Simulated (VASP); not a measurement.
Here is a VASP 6.6.1 calculation.

The input INCAR:

```
SYSTEM = Mg
PREC = Accurate ; ENCUT = 520
EDIFF = 1E-7 ; ISMEAR = -1
SIGMA = 0.15 ; LREAL = .False.
LASPH = .True. ; NELM = 80
ALGO = Normal ; ISIF = 2
LWAVE = .False. ; LCHARG = .False.
GGA = PS ; NBANDS = 7
```

File KPOINTS:

```
Automatic mesh
0
Gamma
  11 11 9
  0 0 0
```

Contents of POSCAR:

```
Mg
1.0
    3.0805029543      0.0000000000      0.0000000000
   -1.5402514772      2.6677935229      0.0000000000
    0.0000000000      0.0000000000      3.0749868716
Mg
1
Direct
    0.0000000000      0.0000000000      0.0000000000
```

Potentials or basis: VASP PAW PBE potentials, release 64 (Mg).

Launch:

```bash
$ cat potpaw_PBE.64/Mg/POTCAR > POTCAR
$ mpirun -np 1 vasp_std > vasp.out
```

Q: What does it give for the band gap on the k mesh?

A: Zero (band 1 reaches 4.28 eV, above the bottom of band 2 at 0.42 eV).

Q: Predict the pressure.

A: -0.2 GPa.

Stress tensor (GPa, compression positive):
```
-0.11  0.00  0.00
 0.00 -0.11  0.00
 0.00  0.00 -0.40
```

Caveat: the PAW data sets were made with another functional, which shifts forces and pressure a little.
